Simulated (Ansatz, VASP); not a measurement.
# One calculation of Mo, two programs

```
Mo
1.0
     2.59873    0.00000    0.00000
    -1.29937    2.25057    0.00000
     0.00000    0.00000    2.49130
Mo
1
Direct
  0.00000 0.00000 0.50000
```

Change from the starting cell: strain -0.050 along x and y, -0.025 along z, atoms carried along.

Alike in both runs: task single point; functional PBEsol; k mesh 18 × 18 × 18; occupations gaussian, width 0.15 eV; no spin polarisation.

```csv
,VASP,Ansatz
version,VASP 6.6.1,Ansatz 0.2.0
potentials or method,"VASP PAW PBE potentials, release 64 (Mo_sv), cutoff 520 eV","scalar-relativistic, plane waves, PAW"
valence electrons in the cell,14,14
```

VASP gave:

| Quantity | Value |
| --- | --- |
| gap on the k mesh at the Fermi level (eV) | none |
| pressure (GPa) | 32.9 |
| traceless stress, the component that is largest in VASP (GPa) | -14.87 |

Question: Estimate Ansatz's values.

Answer: gap on the k mesh at the Fermi level (eV): none; pressure (GPa): 32.0; traceless stress, the component that is largest in VASP (GPa): -14.96.

VASP's potentials were made for PBE, not for PBEsol. A gap of «none» marks a metal or a gap that the smearing closes. Both programs put the cell under a high pressure, so it lies far from rest at this level.
